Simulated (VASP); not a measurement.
# PtSe2 (P-3m1) in VASP: notebook

The runs below take PtSe2 through single point, with PBE+D3(BJ).

All numbers are computed with VASP 6.6.1; they aren't measurements. Logs are shortened: lines on timing, memory, paths and dates and some standing lists are left out, and cuts for length are marked.

### 1 The cell of the first run

It takes space group P-3m1 (No. 164, trigonal). The conventional cell has a = 3.724 Å, b = 3.724 Å, c = 5.062 Å, α = 90.00°, β = 90.00°, γ = 120.00°. Pt (site symmetry -3m) has 6 Se at 2.49 Å within 3.3 Å. Se (site symmetry 3m) has 3 Pt at 2.49 Å and 6 Se at 3.32 Å within 3.4 Å.

### 2 Single point, PBE+D3(BJ)

Input file INCAR:

```
ALGO = Normal ; EDIFF = 1E-7
ENCUT = 520 ; GGA = PE
ISIF = 2 ; ISMEAR = 0
IVDW = 12 ; LASPH = T
LCHARG = F ; LREAL = F
LWAVE = F ; NBANDS = 18
NELM = 80 ; PREC = Accurate
SIGMA = 0.1
```

Input file KPOINTS:

```
k-points
0
Gamma
  15 15 8
```

Input file POSCAR:

```
PtSe2
1.0
    3.7240000000      0.0000000000      0.0000000000
   -1.8620000000      3.2250786037      0.0000000000
    0.0000000000      0.0000000000      5.0620000000
Pt Se
1 2
Direct
    0.0000000000      0.0000000000      0.0000000000
    0.3333333333      0.6666666667      0.2500000000
    0.6666666667      0.3333333333      0.7500000000
```

Potentials or basis: VASP PAW PBE potentials, release 64 (Pt, Se).

Run with:

```
$ cat potpaw_PBE.64/Pt/POTCAR potpaw_PBE.64/Se/POTCAR > POTCAR
$ mpirun -np 1 vasp_std > vasp.out
```

OUTCAR:

```text
EDIFF = 1E-7
   ENCUT = 520
   GGA = PE
   ISIF = 2
   ISMEAR = 0
   IVDW = 12
   LASPH = T
   LREAL = F
   NELM = 80
   PREC = Accurate
 IVDW          = 12

 ion  position               nearest neighbor table
   1  0.000  0.000  0.000-   2 2.49   3 2.49   3 2.49   2 2.49   3 2.49   2 2.49
   2  0.333  0.667  0.250-   1 2.49   1 2.49   1 2.49
   3  0.667  0.333  0.750-   1 2.49   1 2.49   1 2.49

  LATTYP: Found a hexagonal cell.
 ALAT       =     3.7240000000
 C/A-ratio  =     1.3592910849

  Lattice vectors:

 A1 = (   3.7240000000,   0.0000000000,   0.0000000000)
 A2 = (  -1.8620000000,   3.2250786037,   0.0000000000)
 A3 = (   0.0000000000,   0.0000000000,   5.0620000000)

Analysis of symmetry for initial positions (statically):
=====================================================================
 Subroutine PRICEL returns:
 Original cell was already a primitive cell.

 Routine SETGRP: Setting up the symmetry group for a
 hexagonal supercell.

 Subroutine GETGRP returns: Found 12 space group operations
 (whereof 12 operations were pure point group operations)
 out of a pool of 24 trial point group operations.

The static configuration has the point symmetry D_3d.

Analysis of symmetry for dynamics (positions and initial velocities):
=====================================================================
 Subroutine PRICEL returns:
 Original cell was already a primitive cell.

 Routine SETGRP: Setting up the symmetry group for a
 hexagonal supercell.

 Subroutine GETGRP returns: Found 12 space group operations
 (whereof 12 operations were pure point group operations)
 out of a pool of 24 trial point group operations.

The dynamic configuration has the point symmetry D_3d.

 Subroutine INISYM returns: Found 12 space group operations
 (whereof 12 operations are pure point group operations),
 and found     1 'primitive' translations

----------------------------------------------------------------------------------------

                                     Primitive cell

  volume of cell :      60.7956

[... 83 lines left out ...]
   ICHARG =      2    charge: 1-file 2-atom 10-const
   ISPIN  =      1    spin polarized calculation?
   LNONCOLLINEAR =      F non collinear calculations
   LSORBIT =      F    spin-orbit coupling
   LASPH  =      T    aspherical Exc in radial PAW
   ENCUT  =  520.0 eV  38.22 Ry    6.18 a.u.   6.92  6.92  9.41*2*pi/ulx,y,z
   NELM   =     80;   NELMIN=  2; NELMDL= -5     # of ELM steps
   EDIFF  = 0.1E-06   stopping-criterion for ELM
   LREAL  =      F    real-space projection
   EDIFFG = 0.1E-05   stopping-criterion for IOM
   NSW    =      0    number of steps for IOM
   IBRION =     -1    ionic relax: 0-MD 1-quasi-New 2-CG
   NFREE  =      0    steps in history (QN), initial steepest desc. (CG)
   ISIF   =      2    stress and relaxation
   ISYM   =      2    0-nonsym 1-usesym 2-fastsym
   POTIM  = 0.5000    time-step for ionic-motion
   TEBEG  =    0.0;   TEEND  =   0.0 temperature during run
   PSTRESS=    0.0 pullay stress
   NELECT =      22.0000    total number of electrons
   NUPDOWN=      -1.0000    fix difference up-down
   EMIN   =  10.00;   EMAX   =-10.00  energy-range for DOS
   EFERMI =   0.00;   METHOD = LEGACY
   ISMEAR =     0;   SIGMA  =   0.10  broadening in eV -4-tet -1-fermi 0-gaus
   EFERMI_NEDOS =   21; number of points for ismear=-14 and -15
   IALGO  =     38    algorithm
   IMIX   =      4    mixing-type and parameters
     AMIX     =   0.40;   BMIX     =  1.00
     AMIX_MAG =   1.60;   BMIX_MAG =  1.00
  volume/ion in A,a.u.               =      20.27       136.76
  Fermi-wavevector in a.u.,A,eV,Ry     =   1.166608  2.204570 18.517184  1.360975
  Thomas-Fermi vector in A             =   2.303119
   LORBIT       =      0    0 simple, 1 ext, 2 COOP (PROOUT), +10 PAW based schemes
   GGA     = PE    functional components
   LHFCALC =     F    Hartree Fock is set to
   AEXX    =    0.0000 exact exchange contribution
   IVDW    =    12    specifies the selected vdW correction
   LEPSILON=     F    determine dielectric tensor
   LRPA    =     F    only Hartree local field effects (RPA)
 non-spin polarized calculation
 Gauss-broadening in eV      SIGMA  =   0.10
  energy-cutoff  :      520.00
  volume of cell :       60.80
 maximum number of plane-waves:      1655
   NGX = 13   NGY = 13   NGZ = 19

 number of electron      21.9999999 magnetization

 Free energy of the ion-electron system (eV)
  ---------------------------------------------------
  ext. energy  EPLUGINS =         0.00000000
  ---------------------------------------------------
  free energy    TOTEN  =       -14.18748287 eV

  energy without entropy =      -14.18459253  energy(sigma->0) =      -14.18603770

 E-fermi :   6.5560     XC(G=0): -10.6328

 val. band max:        6.5486503857   @ k =   0.0667  -0.0000   0.1250
 cond. band min:       6.5582419335   @ k =   0.3333   0.3333   0.0000
 fundamental gap:      0.0095915478
 Fermi energy:         6.5560019691

 k-point     1 :       0.0000    0.0000    0.0000
  band No.  band energies     occupation
      1      -9.1795      2.00000
      2      -6.3557      2.00000
      3      -0.6641      2.00000
      4       0.0429      2.00000
      5       0.0429      2.00000
      6       2.5030      2.00000
[... 481 lines left out ...]
      5       0.9858      2.00000
      6       1.5725      2.00000
[... 10 lines left out ...]
     17      15.8329      0.00000
     18      16.5246      0.00000

 [... further k-points ...]

------------------------ aborting loop because EDIFF is reached ----------------------------------------

 Edisp (eV)   -1.43094

 E8    (eV) :    -0.6140

  FORCE on cell =-STRESS in cart. coord.  units (eV):
  Direction    XX          YY          ZZ          XY          YZ          ZX
  --------------------------------------------------------------------------------------
  -------------------------------------------------------------------------------------
  Total       1.57573     1.57573     0.78513     0.00000    -0.00000     0.00000
  in kB      41.52592    41.52592    20.69087     0.00000    -0.00000     0.00000
  external pressure =       34.58 kB  Pullay stress =        0.00 kB

 VOLUME and BASIS-vectors are now :
 -----------------------------------------------------------------------------
  energy-cutoff  :      520.00
  volume of cell :       60.80
      direct lattice vectors                 reciprocal lattice vectors
     3.724000000  0.000000000  0.000000000     0.268528464  0.155034981  0.000000000
    -1.862000000  3.225078604  0.000000000     0.000000000  0.310069962  0.000000000
     0.000000000  0.000000000  5.062000000     0.000000000  0.000000000  0.197550375

 POSITION                                       TOTAL-FORCE (eV/Angst)
 -----------------------------------------------------------------------------------
      0.00000      0.00000      0.00000         0.000000      0.000000      0.000000
     -0.00000      2.15005      1.26550         0.000000      0.000000      0.596634
      1.86200      1.07503      3.79650        -0.000000     -0.000000     -0.596634
 -----------------------------------------------------------------------------------
    total drift:                               -0.000000     -0.000000     -0.000000

  FREE ENERGIE OF THE ION-ELECTRON SYSTEM (eV)
  ---------------------------------------------------
  free  energy   TOTEN  =       -15.6184262306 eV

  energy  without entropy=      -15.6155358861  energy(sigma->0) =      -15.61698106
```

stdout:

```text
POSCAR found type information on POSCAR PtSe
 POSCAR found :  2 types and       3 ions
 scaLAPACK will be used
 LDA part: xc-table for (Slater+PW92), standard interpolation
 POSCAR, INCAR and KPOINTS ok, starting setup
 FFT: planning ... GRIDC
 FFT: planning ... GRID_SOFT
 FFT: planning ... GRID
 WAVECAR not read
 entering main loop
```

It took 2 min on 1 thread of Intel Xeon Platinum 8375C at 2.90GHz (Ice Lake), shared host; peak memory 0.35 GiB.

Results:

* Free energy: -15.6184 eV
* Pressure: 3.5 GPa
* Largest force: 0.597 eV/Å
* Band gap on the k mesh: zero (bands 11 and 12 overlap by 0.47 eV)
* Dispersion energy per atom: -0.477 eV

Forces on the atoms (eV/Å):
```
Pt   0.000  0.000  0.000
Se   0.000  0.000  0.597
Se   0.000  0.000 -0.597
```

Stress tensor (GPa, compression positive):
```
4.15 0.00 0.00
0.00 4.15 0.00
0.00 0.00 2.07
```

Caveat: the cell stands under pressure; spin-orbit coupling is left out, which moves the levels of the heavy elements.

### 3 Single point, PBE+D3(BJ) (17.43 Å³/atom)

This run uses another cell than the first one, of 17.43 Å³/atom.

Input file INCAR:

```
ALGO = Normal ; EDIFF = 1E-6
ENCUT = 520 ; GGA = PE
ISIF = 2 ; ISMEAR = 0
IVDW = 12 ; LASPH = T
LCHARG = F ; LREAL = F
LWAVE = F ; NBANDS = 18
NELM = 100 ; PREC = Accurate
SIGMA = 0.1
```

Input file KPOINTS:

```
k-points
0
Gamma
  15 15 10
```

Input file POSCAR:

```
PtSe2
1.0
    3.7014376185      0.0000000000      0.0000000000
   -1.8507188093      3.2055390082      0.0000000000
    0.0000000000      0.0000000000      4.4066143889
Pt Se
1 2
Direct
    0.0000000000      0.0000000000      0.0000000000
    0.3333333333      0.6666666667      0.2847631190
    0.6666666667      0.3333333333      0.7152368810
```

Potentials or basis: VASP PAW PBE potentials, release 64 (Pt, Se).

Run with:

```
$ cat potpaw_PBE.64/Pt/POTCAR potpaw_PBE.64/Se/POTCAR > POTCAR
$ mpirun -np 1 vasp_std > vasp.out
```

Wall time 2.1 min (1 thread of Intel Xeon Platinum 8375C at 2.90GHz (Ice Lake), shared host); peak memory 0.36 GiB.

It converged, with:

```yaml
Free_energy: -15.4306 eV
Pressure: 12.9 GPa
Largest_force: 0.008 eV/Å
Band_gap_on_the_k_mesh: zero (bands 11 and 12 overlap by 0.96 eV)
Dispersion_energy_per_atom: -0.559 eV
```

Forces in eV/Å, atoms in the order of the input:
```
Pt   0.000  0.000  0.000
Se   0.000  0.000  0.008
Se   0.000  0.000 -0.008
```

Levels at points of the mesh, in eV from the Fermi level:
```
           k point  band 8  band 9  band 10  band 11  band 12  band 13  band 14  band 15
(0.00, 0.00, 0.00)   -2.61   -1.08    -1.08     0.55     0.55     0.95     3.03     4.74
(0.00, 0.00, 0.50)   -3.05   -2.37    -2.37    -1.78     2.77     2.77     5.27     6.35
```

Caveat: the cell stands under pressure; spin-orbit coupling is left out, which moves the levels of the heavy elements.

### 4 Single point, PBE+D3(BJ) (18.02 Å³/atom)

This run uses another cell than the first one, of 18.02 Å³/atom.

Input file INCAR:

```
SYSTEM = PtSe2
ALGO = Normal ; EDIFF = 1E-6
ENCUT = 520 ; GGA = PE
ISIF = 2 ; ISMEAR = 0
IVDW = 12 ; LASPH = .TRUE.
LCHARG = .FALSE. ; LREAL = .FALSE.
LWAVE = .FALSE. ; NBANDS = 18
NELM = 60 ; PREC = Accurate
SIGMA = 0.1
```

Input file KPOINTS:

```
k-points
0
G
  15 15 10
  0 0 0
```

Input file POSCAR:

```
PtSe2
1.0
    3.7237386798      0.0000000000      0.0000000000
   -1.8618693399      3.2248522938      0.0000000000
    0.0000000000      0.0000000000      4.5024224932
Pt Se
1 2
Direct
    0.0000000000      0.0000000000      0.0000000000
    0.3333333333      0.6666666667      0.2804692503
    0.6666666667      0.3333333333      0.7195307497
```

Potentials or basis: VASP PAW PBE potentials, release 64 (Pt, Se).

Run with:

```
$ cat potpaw_PBE.64/Pt/POTCAR potpaw_PBE.64/Se/POTCAR > POTCAR
$ mpirun -np 1 vasp_std > vasp.out
```

OUTCAR:

```text
SYSTEM = PtSe2
   EDIFF = 1E-6
   ENCUT = 520
   GGA = PE
   ISIF = 2
   ISMEAR = 0
   IVDW = 12
   LASPH = .TRUE.
   LREAL = .FALSE.
   NELM = 60
   PREC = Accurate
 IVDW          = 12

 ion  position               nearest neighbor table
   1  0.000  0.000  0.000-   2 2.49   3 2.49   3 2.49   2 2.49   3 2.49   2 2.49
   2  0.333  0.667  0.280-   1 2.49   1 2.49   1 2.49
   3  0.667  0.333  0.720-   1 2.49   1 2.49   1 2.49

  LATTYP: Found a hexagonal cell.
 ALAT       =     3.7237386798
 C/A-ratio  =     1.2091134423
[... 697 lines left out ...]

 Edisp (eV)   -1.62046

 E8    (eV) :    -0.6960

  FORCE on cell =-STRESS in cart. coord.  units (eV):
  Direction    XX          YY          ZZ          XY          YZ          ZX
  --------------------------------------------------------------------------------------
  -------------------------------------------------------------------------------------
  Total       2.82144     2.82144     2.83989     0.00000     0.00000     0.00000
  in kB      83.60769    83.60769    84.15437     0.00000     0.00000     0.00000
  external pressure =       83.79 kB  Pullay stress =        0.00 kB

 VOLUME and BASIS-vectors are now :
 -----------------------------------------------------------------------------
  energy-cutoff  :      520.00
  volume of cell :       54.07
      direct lattice vectors                 reciprocal lattice vectors
     3.723738680  0.000000000  0.000000000     0.268547308  0.155045861  0.000000000
    -1.861869340  3.224852294  0.000000000     0.000000000  0.310091722  0.000000000
     0.000000000  0.000000000  4.502422493     0.000000000  0.000000000  0.222102657

 POSITION                                       TOTAL-FORCE (eV/Angst)
 -----------------------------------------------------------------------------------
      0.00000      0.00000      0.00000         0.000000      0.000000      0.000000
     -0.00000      2.14990      1.26279        -0.000000      0.000000      0.005299
      1.86187      1.07495      3.23963         0.000000      0.000000     -0.005299
 -----------------------------------------------------------------------------------
    total drift:                               -0.000000     -0.000000     -0.000000

  FREE ENERGIE OF THE ION-ELECTRON SYSTEM (eV)
  ---------------------------------------------------
  free  energy   TOTEN  =       -15.5482614803 eV

  energy  without entropy=      -15.5453157781  energy(sigma->0) =      -15.54678863
```

OSZICAR:

```text
N       E                     dE             d eps       ncg     rms          rms(c)
DAV:   1     0.111310262586E+03    0.11131E+03   -0.10332E+04  8704   0.109E+03
DAV:   2    -0.966439881908E+01   -0.12097E+03   -0.11711E+03 10456   0.218E+02
DAV:   3    -0.145615103793E+02   -0.48971E+01   -0.48492E+01 10160   0.431E+01
DAV:   4    -0.145967306737E+02   -0.35220E-01   -0.35204E-01 10528   0.397E+00
DAV:   5    -0.145970337039E+02   -0.30303E-03   -0.30302E-03 10116   0.366E-01    0.133E+01
DAV:   6    -0.141060908395E+02    0.49094E+00   -0.37964E+00  8846   0.170E+01    0.825E+00
DAV:   7    -0.139458201320E+02    0.16027E+00   -0.68632E-01  8784   0.801E+00    0.421E+00
DAV:   8    -0.139292463008E+02    0.16574E-01   -0.41382E-02  9570   0.156E+00    0.748E-01
DAV:   9    -0.139276847685E+02    0.15615E-02   -0.55048E-03  9552   0.684E-01    0.154E-01
DAV:  10    -0.139278026718E+02   -0.11790E-03   -0.83944E-04  9860   0.190E-01    0.436E-02
DAV:  11    -0.139278020940E+02    0.57780E-06   -0.41408E-05 10616   0.505E-02    0.252E-02
DAV:  12    -0.139278029805E+02   -0.88656E-06   -0.49226E-06  9552   0.162E-02
   1 F= -.15548261E+02 E0= -.15546789E+02  d E =-.294570E-02
```

It took 2 min on 1 thread of Intel Xeon Platinum 8375C at 2.90GHz (Ice Lake), shared host; peak memory 0.36 GiB.

What came out:

```
Free energy                : -15.5483 eV
Pressure                   : 8.4 GPa
Largest force              : 0.005 eV/Å
Band gap on the k mesh     : zero (bands 11 and 12 overlap by 0.93 eV)
Dispersion energy per atom : -0.540 eV
```

Forces on the atoms (eV/Å):
```
Pt   0.000  0.000  0.000
Se   0.000  0.000  0.005
Se   0.000  0.000 -0.005
```

Caveat: the cell stands under pressure; spin-orbit coupling is left out, which moves the levels of the heavy elements.

### 5 Single point, PBE+D3(BJ) (18.62 Å³/atom)

This run uses another cell than the first one, of 18.62 Å³/atom.

Input file INCAR:

```
PREC     = Accurate       # precision mode
ENCUT    = 520            # plane-wave cutoff, eV
EDIFF    = 1E-6           # SCF threshold, eV
ISMEAR   = 0              # smearing method
SIGMA    = 0.1            # smearing width, eV
LREAL    = False          # projectors in reciprocal space
LASPH    = True           # aspherical terms in the spheres
NELM     = 100            # most SCF steps
ALGO     = Normal         # electronic algorithm
ISIF     = 2              # what is computed and relaxed
LWAVE    = False          # write WAVECAR
LCHARG   = False          # write CHGCAR
GGA      = PE             # functional
IVDW     = 12             # dispersion correction
NBANDS   = 18             # bands
```

Input file KPOINTS:

```
regular mesh
0
Gamma
  15 15 10
```

Input file POSCAR:

```
PtSe2
1.0
    3.7435057267      0.0000000000      0.0000000000
   -1.8717528633      3.2419710585      0.0000000000
    0.0000000000      0.0000000000      4.6018673406
Pt Se
1 2
Direct
    0.0000000000      0.0000000000      0.0000000000
    0.3333333333      0.6666666667      0.2759417163
    0.6666666667      0.3333333333      0.7240582837
```

Run with:

```
$ cat potpaw_PBE.64/Pt/POTCAR potpaw_PBE.64/Se/POTCAR > POTCAR
$ mpirun -np 1 vasp_std > vasp.out
```

Run time: 2.1 min. Hardware: 1 thread of Intel Xeon Platinum 8375C at 2.90GHz (Ice Lake), shared host; peak memory 0.37 GiB.

The run converged. Its results:

| Item | Value |
| --- | --- |
| Free energy | -15.6208 eV |
| Pressure | 4.8 GPa |
| Largest force | 0.008 eV/Å |
| Band gap on the k mesh | zero (bands 11 and 12 overlap by 1.02 eV) |
| Dispersion energy per atom | -0.523 eV |

Forces on the atoms (eV/Å):
```
Pt   0.000  0.000  0.000
Se   0.000  0.000  0.008
Se   0.000  0.000 -0.008
```

Levels at points of the mesh, in eV from the Fermi level:
```
           k point  band 7  band 8  band 9  band 10  band 11  band 12  band 13  band 14  band 15  band 16
(0.00, 0.00, 0.00)   -3.89   -2.51   -1.02    -1.02     0.82     0.82     0.96     3.15     4.39     7.25
(0.00, 0.00, 0.50)   -3.98   -2.97   -2.01    -2.01    -1.72     2.54     2.54     5.14     6.45     6.45
```

Caveat: the cell stands under pressure; spin-orbit coupling is left out, which moves the levels of the heavy elements.

### 6 Single point, PBE+D3(BJ) (19.21 Å³/atom)

This run uses another cell than the first one, of 19.21 Å³/atom.

Input file INCAR:

```
PREC = Accurate
ENCUT = 520
EDIFF = 1E-6
ISMEAR = 0
SIGMA = 0.1
LREAL = False
LASPH = True
NELM = 100
ALGO = Normal
ISIF = 2
LWAVE = False
LCHARG = False
GGA = PE
IVDW = 12
NBANDS = 18
```

KPOINTS is that of step 5.

Input file POSCAR:

```
PtSe2
1.0
    3.7600145642      0.0000000000      0.0000000000
   -1.8800072821      3.2562681312      0.0000000000
    0.0000000000      0.0000000000      4.7071270988
Pt Se
1 2
Direct
    0.0000000000      0.0000000000      0.0000000000
    0.3333333333      0.6666666667      0.2710309287
    0.6666666667      0.3333333333      0.7289690713
```

Potentials or basis: VASP PAW PBE potentials, release 64 (Pt, Se).

Run with:

```
$ cat potpaw_PBE.64/Pt/POTCAR potpaw_PBE.64/Se/POTCAR > POTCAR
$ mpirun -np 1 vasp_std > vasp.out
```

Run time: 2.1 min. Hardware: 1 thread of Intel Xeon Platinum 8375C at 2.90GHz (Ice Lake), shared host; peak memory 0.37 GiB.

Results (log left out):

* Free energy: -15.6578 eV
* Pressure: 2.0 GPa
* Band gap on the k mesh: zero (bands 11 and 12 overlap by 1.06 eV)
* Dispersion energy per atom: -0.506 eV

Forces in eV/Å, atoms in the order of the input:
```
Pt   0.000  0.000  0.000
Se   0.000  0.000  0.003
Se   0.000  0.000 -0.003
```

Levels at points of the mesh, in eV from the Fermi level:
```tsv
k point	band 9	band 10	band 11	band 12	band 13	band 14
(0.00, 0.00, 0.00)	-1.00	-1.00	0.90	0.95	0.95	3.25
(0.00, 0.00, 0.50)	-1.85	-1.85	-1.70	2.43	2.43	5.08
```

Caveat: spin-orbit coupling is left out, which moves the levels of the heavy elements.

### 7 Overview

```csv
cell,k mesh,gap on the mesh (eV),pressure (GPa),largest force (eV/Å)
"a = 3.724, b = 3.724, c = 5.062 Å, angles 90.0, 90.0, 120.0°, 3 atoms, atomic positions A",15 × 15 × 8,none,3.5,0.60
"a = 3.701, b = 3.701, c = 4.407 Å, angles 90.0, 90.0, 120.0°, 3 atoms, atomic positions B",15 × 15 × 10,none,12.9,0.01
"a = 3.724, b = 3.724, c = 4.502 Å, angles 90.0, 90.0, 120.0°, 3 atoms, atomic positions C",15 × 15 × 10,none,8.4,0.01
"a = 3.744, b = 3.744, c = 4.602 Å, angles 90.0, 90.0, 120.0°, 3 atoms, atomic positions D",15 × 15 × 10,none,4.8,0.01
"a = 3.760, b = 3.760, c = 4.707 Å, angles 90.0, 90.0, 120.0°, 3 atoms, atomic positions E",15 × 15 × 10,none,2.0,-
```

Alike in all rows: task single point; level PBE+D3(BJ); potentials or basis VASP PAW PBE potentials, release 64 (Pt, Se); no spin polarisation; cutoff (eV) 520; smearing gaussian 0.1 eV.

Caveats: spin-orbit coupling is left out, which moves the levels of the heavy elements; the cell stands under pressure (at least some runs).

Absolute energies hang on the potentials; compare differences alone.

The gap in the log of VASP goes by the Fermi energy; the results here count the filled bands.